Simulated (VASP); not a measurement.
# Al2O3 (P-6m2) in VASP: notebook

Runs on Al2O3. Level: PBE+D3(BJ). Tasks: single point.

All numbers are computed with VASP 6.6.1; they aren't measurements. Logs are shortened: lines on timing, memory, paths and dates and some standing lists are left out, and cuts for length are marked.

## (1) The cell of the first run

Symmetry: P-6m2, No. 187, hexagonal system. The conventional cell has a = 2.896 Å, b = 2.896 Å, c = 7.515 Å, α = 90.00°, β = 90.00°, γ = 120.00°. Al (site symmetry 3m) has 6 O at 1.81 to 2.20 Å within 2.4 Å. O (site symmetry 3m) has 3 Al at 1.81 Å within 2.4 Å. O (site symmetry -6m2) has 6 Al at 2.20 Å and 12 O at 2.71 to 2.90 Å within 2.9 Å.

## (2) Single point, PBE+D3(BJ)

Input file INCAR:

```
PREC     = Accurate       # precision mode
ENCUT    = 520            # plane-wave cutoff, eV
EDIFF    = 1E-6           # SCF threshold, eV
ISMEAR   = 0              # smearing method
SIGMA    = 0.05           # smearing width, eV
LREAL    = False          # projectors in reciprocal space
LASPH    = True           # aspherical terms in the spheres
NELM     = 80             # most SCF steps
ALGO     = Normal         # electronic algorithm
ISIF     = 2              # what is computed and relaxed
LWAVE    = False          # write WAVECAR
LCHARG   = False          # write CHGCAR
GGA      = PE             # functional
IVDW     = 12             # dispersion correction
NBANDS   = 20             # bands
```

Input file KPOINTS:

```
Automatic mesh
0
Gamma
  9 9 4
```

Input file POSCAR:

```
Al2O3
1.0
    2.8959000000      0.0000000000      0.0000000000
   -1.4479500000      2.5079229668      0.0000000000
    0.0000000000      0.0000000000      7.5151000000
Al O
2 3
Direct
    0.0000000000      0.0000000000      0.1907358529
    0.0000000000      0.0000000000      0.8092641471
    0.3333333333      0.6666666667      0.2840924954
    0.6666666667      0.3333333333      0.0000000000
    0.3333333333      0.6666666667      0.7159075046
```

Potentials or basis: VASP PAW PBE potentials, release 64 (Al, O).

On the command line:

```console
$ cat potpaw_PBE.64/Al/POTCAR potpaw_PBE.64/O/POTCAR > POTCAR
$ mpirun -np 1 vasp_std > vasp.out
```

OUTCAR:

```text
PREC = Accurate
   ENCUT = 520
   EDIFF = 1E-6
   ISMEAR = 0
   LREAL = False
   LASPH = True
   NELM = 80
   ISIF = 2
   GGA = PE
   IVDW = 12
 IVDW          = 12

 ion  position               nearest neighbor table
   1  0.000  0.000  0.191-   3 1.81   3 1.81   3 1.81   4 2.20   4 2.20   4 2.20   2 2.87
   2  0.000  0.000  0.809-   5 1.81   5 1.81   5 1.81   4 2.20   4 2.20   4 2.20   1 2.87
   3  0.333  0.667  0.284-   1 1.81   1 1.81   1 1.81
   4  0.667  0.333  0.000-   1 2.20   2 2.20   1 2.20   2 2.20   1 2.20   2 2.20
   5  0.333  0.667  0.716-   2 1.81   2 1.81   2 1.81

  LATTYP: Found a hexagonal cell.
 ALAT       =     2.8959000000
 C/A-ratio  =     2.5950827031

  Lattice vectors:

 A1 = (   2.8959000000,   0.0000000000,   0.0000000000)
 A2 = (  -1.4479500000,   2.5079229668,   0.0000000000)
 A3 = (   0.0000000000,   0.0000000000,   7.5151000000)

Analysis of symmetry for initial positions (statically):
=====================================================================
 Subroutine PRICEL returns:
 Original cell was already a primitive cell.

 Routine SETGRP: Setting up the symmetry group for a
 hexagonal supercell.

 Subroutine GETGRP returns: Found 12 space group operations
 (whereof 12 operations were pure point group operations)
 out of a pool of 24 trial point group operations.

The static configuration has the point symmetry D_3h.

Analysis of symmetry for dynamics (positions and initial velocities):
=====================================================================
 Subroutine PRICEL returns:
 Original cell was already a primitive cell.

 Routine SETGRP: Setting up the symmetry group for a
 hexagonal supercell.

 Subroutine GETGRP returns: Found 12 space group operations
 (whereof 12 operations were pure point group operations)
 out of a pool of 24 trial point group operations.

The dynamic configuration has the point symmetry D_3h.

 Subroutine INISYM returns: Found 12 space group operations
 (whereof 12 operations are pure point group operations),
 and found     1 'primitive' translations

----------------------------------------------------------------------------------------

                                     Primitive cell

  volume of cell :      54.5799

  direct lattice vectors                    reciprocal lattice vectors
     2.895900000  0.000000000  0.000000000     0.345315791  0.199368165  0.000000000
    -1.447950000  2.507922967  0.000000000     0.000000000  0.398736330  0.000000000
     0.000000000  0.000000000  7.515100000     0.000000000  0.000000000  0.133065428

  length of vectors
     2.895900000  2.895900000  7.515100000     0.398736330  0.398736330  0.133065428

  position of ions in fractional coordinates (direct lattice)
     0.000000000  0.000000000  0.190735853
     0.000000000  0.000000000  0.809264147
     0.333333333  0.666666667  0.284092495
     0.666666667  0.333333333  0.000000000
     0.333333333  0.666666667  0.715907505

  ion indices of the primitive-cell ions
   primitive index   ion index
                 1           1
                 2           2
                 3           3
                 4           4
                 5           5

----------------------------------------------------------------------------------------

 KPOINTS: Automatic mesh

Automatic generation of k-mesh.
 Grid dimensions read from file:
 generate k-points for:    9    9    4

 Generating k-lattice:

  Cartesian coordinates                     Fractional coordinates (reciprocal lattice)
     0.038368421  0.022152018  0.000000000     0.111111111  0.000000000  0.000000000
     0.000000000  0.044304037  0.000000000     0.000000000  0.111111111  0.000000000
     0.000000000  0.000000000  0.033266357     0.000000000  0.000000000  0.250000000

  Length of vectors
     0.044304037  0.044304037  0.033266357

  Shift w.r.t. Gamma in fractional coordinates (k-lattice)
     0.000000000  0.000000000  0.000000000

 Subroutine IBZKPT returns following result:
 ===========================================

 Found     36 irreducible k-points:

 Following reciprocal coordinates:
            Coordinates               Weight
  0.000000  0.000000  0.000000      1.000000
  0.111111  0.000000  0.000000      6.000000
  0.222222 -0.000000  0.000000      6.000000
  0.333333 -0.000000  0.000000      6.000000
  0.444444 -0.000000  0.000000      6.000000
  0.111111  0.111111  0.000000      6.000000
[... 16 lines left out ...]
  0.333333  0.222222  0.250000     24.000000
  0.333333  0.333333  0.250000      4.000000
 [... further k-points ...]
   k-points           NKPTS =     36   k-points in BZ     NKDIM =     36   number of bands    NBANDS=     20
   number of dos      NEDOS =    301   number of ions     NIONS =      5
   total plane-waves  NPLWV =  32256
   dimension x,y,z NGX =    24 NGY =   24 NGZ =   56
   dimension x,y,z NGXF=    48 NGYF=   48 NGZF=  112
   ions per type =               2   3
   NGX,Y,Z   is equivalent  to a cutoff of  13.78, 13.78, 12.39 a.u.
   NGXF,Y,Z  is equivalent  to a cutoff of  27.56, 27.56, 24.78 a.u.
 SYSTEM =  unknown system
   PREC   = accura    normal or accurate (medium, high low for compatibility)
   ISTART =      0    job   : 0-new  1-cont  2-samecut
   ICHARG =      2    charge: 1-file 2-atom 10-const
   ISPIN  =      1    spin polarized calculation?
   LNONCOLLINEAR =      F non collinear calculations
   LSORBIT =      F    spin-orbit coupling
   LASPH  =      T    aspherical Exc in radial PAW
   ENCUT  =  520.0 eV  38.22 Ry    6.18 a.u.   5.38  5.38 13.97*2*pi/ulx,y,z
   NELM   =     80;   NELMIN=  2; NELMDL= -5     # of ELM steps
   EDIFF  = 0.1E-05   stopping-criterion for ELM
   LREAL  =      F    real-space projection
   EDIFFG = 0.1E-04   stopping-criterion for IOM
   NSW    =      0    number of steps for IOM
   IBRION =     -1    ionic relax: 0-MD 1-quasi-New 2-CG
   NFREE  =      0    steps in history (QN), initial steepest desc. (CG)
   ISIF   =      2    stress and relaxation
   ISYM   =      2    0-nonsym 1-usesym 2-fastsym
   POTIM  = 0.5000    time-step for ionic-motion
   TEBEG  =    0.0;   TEEND  =   0.0 temperature during run
   PSTRESS=    0.0 pullay stress
   NELECT =      24.0000    total number of electrons
   NUPDOWN=      -1.0000    fix difference up-down
   EMIN   =  10.00;   EMAX   =-10.00  energy-range for DOS
   EFERMI =   0.00;   METHOD = LEGACY
   ISMEAR =     0;   SIGMA  =   0.05  broadening in eV -4-tet -1-fermi 0-gaus
   EFERMI_NEDOS =   21; number of points for ismear=-14 and -15
   IALGO  =     38    algorithm
   IMIX   =      4    mixing-type and parameters
     AMIX     =   0.40;   BMIX     =  1.00
     AMIX_MAG =   1.60;   BMIX_MAG =  1.00
  volume/ion in A,a.u.               =      10.92        73.66
  Fermi-wavevector in a.u.,A,eV,Ry     =   1.244900  2.352520 21.085977  1.549776
  Thomas-Fermi vector in A             =   2.379146
   LORBIT       =      0    0 simple, 1 ext, 2 COOP (PROOUT), +10 PAW based schemes
   GGA     = PE    functional components
   LHFCALC =     F    Hartree Fock is set to
   AEXX    =    0.0000 exact exchange contribution
   IVDW    =    12    specifies the selected vdW correction
   LEPSILON=     F    determine dielectric tensor
   LRPA    =     F    only Hartree local field effects (RPA)
 non-spin polarized calculation
 Gauss-broadening in eV      SIGMA  =   0.05
  energy-cutoff  :      520.00
  volume of cell :       54.58
 maximum number of plane-waves:      1528
 NGX is ok and might be reduce to    24
   NGX = 11   NGY = 11   NGZ = 27

 number of electron      23.9999985 magnetization

 Free energy of the ion-electron system (eV)
  ---------------------------------------------------
  ext. energy  EPLUGINS =         0.00000000
  ---------------------------------------------------
  free energy    TOTEN  =       -36.32707343 eV

  energy without entropy =      -36.32707343  energy(sigma->0) =      -36.32707343

 E-fermi :   3.5263     XC(G=0): -10.0887

 val. band max:        3.2438681902   @ k =   0.1111   0.1111   0.0000
 cond. band min:       7.5581666409   @ k =   0.0000   0.0000   0.0000
 fundamental gap:      4.3142984507
 Fermi energy:         3.5263303075

 k-point     1 :       0.0000    0.0000    0.0000
  band No.  band energies     occupation
      1     -15.3708      2.00000
      2     -14.4674      2.00000
      3     -13.3759      2.00000
      4      -1.7619      2.00000
      5       0.6793      2.00000
      6       1.7435      2.00000
[... 12 lines left out ...]
     19      17.9233      0.00000
     20      18.0293      0.00000

 k-point     2 :       0.1111    0.0000    0.0000
  band No.  band energies     occupation
      1     -15.2269      2.00000
      2     -14.3593      2.00000
      3     -13.3186      2.00000
      4      -1.6825      2.00000
      5       0.4971      2.00000
      6       1.2832      2.00000
[... 12 lines left out ...]
     19      17.3558      0.00000
     20      18.2067      0.00000

 k-point     3 :       0.2222   -0.0000    0.0000
  band No.  band energies     occupation
      1     -14.8259      2.00000
      2     -14.0711      2.00000
      3     -13.1837      2.00000
      4      -1.6126      2.00000
      5      -0.4650      2.00000
      6       0.3170      2.00000
[... 12 lines left out ...]
     19      16.8428      0.00000
     20      17.9325      0.00000

 k-point     4 :       0.3333   -0.0000    0.0000
  band No.  band energies     occupation
      1     -14.2713      2.00000
      2     -13.7131      2.00000
      3     -13.0758      2.00000
      4      -1.9801      2.00000
      5      -1.7378      2.00000
      6      -0.6075      2.00000
[... 12 lines left out ...]
     19      17.0919      0.00000
     20      17.6726      0.00000

 k-point     5 :       0.4444   -0.0000    0.0000
  band No.  band energies     occupation
      1     -13.7741      2.00000
      2     -13.4582      2.00000
      3     -13.1043      2.00000
      4      -2.5369      2.00000
      5      -2.4452      2.00000
      6      -1.1680      2.00000
[... 12 lines left out ...]
     19      17.1698      0.00000
     20      17.5392      0.00000

 k-point     6 :       0.1111    0.1111    0.0000
  band No.  band energies     occupation
      1     -14.9541      2.00000
      2     -14.1609      2.00000
      3     -13.2221      2.00000
      4      -1.5980      2.00000
      5      -0.0091      2.00000
      6       0.4594      2.00000
[... 12 lines left out ...]
     19      16.7678      0.00000
     20      18.0128      0.00000

 k-point     7 :       0.2222    0.1111    0.0000
  band No.  band energies     occupation
      1     -14.4731      2.00000
      2     -13.8352      2.00000
      3     -13.0979      2.00000
      4      -1.7329      2.00000
      5      -1.0905      2.00000
      6      -0.4304      2.00000
[... 12 lines left out ...]
     19      16.4384      0.00000
     20      17.6780      0.00000
[... 277 lines left out ...]
 k-point    20 :       0.3333    0.1111    0.2500
  band No.  band energies     occupation
      1     -13.9216      2.00000
      2     -13.5413      2.00000
      3     -13.0529      2.00000
      4      -2.1918      2.00000
      5      -2.1134      2.00000
      6      -0.9081      2.00000
[... 12 lines left out ...]
     19      16.6926      0.00000
     20      17.1949      0.00000

 k-point    21 :       0.4444    0.1111    0.2500
  band No.  band energies     occupation
      1     -13.6155      2.00000
      2     -13.4088      2.00000
      3     -13.1178      2.00000
      4      -2.5230      2.00000
      5      -2.4154      2.00000
      6      -1.0962      2.00000
[... 12 lines left out ...]
     19      16.7724      0.00000
     20      17.0218      0.00000

 k-point    22 :       0.2222    0.2222    0.2500
  band No.  band energies     occupation
      1     -13.9857      2.00000
      2     -13.5687      2.00000
      3     -13.0340      2.00000
      4      -1.9514      2.00000
      5      -1.6782      2.00000
      6      -0.9702      2.00000
[... 12 lines left out ...]
     19      15.9471      0.00000
     20      16.9743      0.00000

 k-point    23 :       0.3333    0.2222    0.2500
  band No.  band energies     occupation
      1     -13.5558      2.00000
      2     -13.3701      2.00000
      3     -13.0947      2.00000
      4      -2.1922      2.00000
      5      -2.0593      2.00000
      6      -0.9244      2.00000
[... 12 lines left out ...]
     19      15.9843      0.00000
     20      16.8189      0.00000

 k-point    24 :       0.3333    0.3333    0.2500
  band No.  band energies     occupation
      1     -13.3347      2.00000
      2     -13.2944      2.00000
      3     -13.1912      2.00000
      4      -2.1285      2.00000
      5      -1.7802      2.00000
      6      -0.8441      2.00000
[... 12 lines left out ...]
     19      16.0007      0.00000
     20      16.6308      0.00000

 [... further k-points ...]

------------------------ aborting loop because EDIFF is reached ----------------------------------------

 Edisp (eV)   -0.92441

 E8    (eV) :    -0.3493

  FORCE on cell =-STRESS in cart. coord.  units (eV):
  Direction    XX          YY          ZZ          XY          YZ          ZX
  --------------------------------------------------------------------------------------
  -------------------------------------------------------------------------------------
  Total      -2.22091    -2.22091    -2.99551     0.00000    -0.00000     0.00000
  in kB     -65.19433   -65.19433   -87.93251     0.00000    -0.00000     0.00000
  external pressure =      -72.77 kB  Pullay stress =        0.00 kB

 VOLUME and BASIS-vectors are now :
 -----------------------------------------------------------------------------
  energy-cutoff  :      520.00
  volume of cell :       54.58
      direct lattice vectors                 reciprocal lattice vectors
     2.895900000  0.000000000  0.000000000     0.345315791  0.199368165  0.000000000
    -1.447950000  2.507922967  0.000000000     0.000000000  0.398736330  0.000000000
     0.000000000  0.000000000  7.515100000     0.000000000  0.000000000  0.133065428

 POSITION                                       TOTAL-FORCE (eV/Angst)
 -----------------------------------------------------------------------------------
      0.00000      0.00000      1.43340         0.000000     -0.000000     -0.065010
      0.00000      0.00000      6.08170         0.000000     -0.000000      0.065010
     -0.00000      1.67195      2.13498        -0.000000     -0.000000     -0.602480
      1.44795      0.83597      0.00000        -0.000000     -0.000000      0.000000
     -0.00000      1.67195      5.38012        -0.000000      0.000000      0.602480
 -----------------------------------------------------------------------------------
    total drift:                               -0.000000      0.000000      0.000000

  FREE ENERGIE OF THE ION-ELECTRON SYSTEM (eV)
  ---------------------------------------------------
  free  energy   TOTEN  =       -37.2514880927 eV

  energy  without entropy=      -37.2514880927  energy(sigma->0) =      -37.25148809
```

It took 25 s on 1 thread of AMD EPYC 9R45 (Zen 5), shared host; peak memory 0.17 GiB.

Results:

```yaml
Free_energy: -37.2515 eV
Pressure: -7.3 GPa
Largest_force: 0.602 eV/Å
Band_gap_on_the_k_mesh: 4.31 eV, indirect (least direct gap 4.42 eV)
Dispersion_energy_per_atom: -0.185 eV
```

Forces on the atoms (eV/Å):
```
Al   0.000  0.000 -0.065
Al   0.000  0.000  0.065
O    0.000  0.000 -0.602
O    0.000  0.000  0.000
O    0.000  0.000  0.602
```

Stress tensor (GPa, compression positive):
```
-6.52  0.00  0.00
 0.00 -6.52  0.00
 0.00  0.00 -8.79
```

Levels at points of the mesh, in eV from the valence-band top:
```csv
k point,band 8,band 9,band 10,band 11,band 12,band 13,band 14,band 15,band 16,band 17
"(0.00, 0.00, 0.00)",-1.31,-1.31,-0.55,-0.55,-0.11,4.31,7.46,7.91,11.49,13.02
"(0.00, 0.00, 0.50)",-1.33,-1.33,-0.72,-0.55,-0.55,4.79,6.89,8.02,11.76,13.42
```

A k mesh can miss the band edges. As with any semilocal functional, this PBE gap is likely too small.

(Part 1 of 2 ends here.)
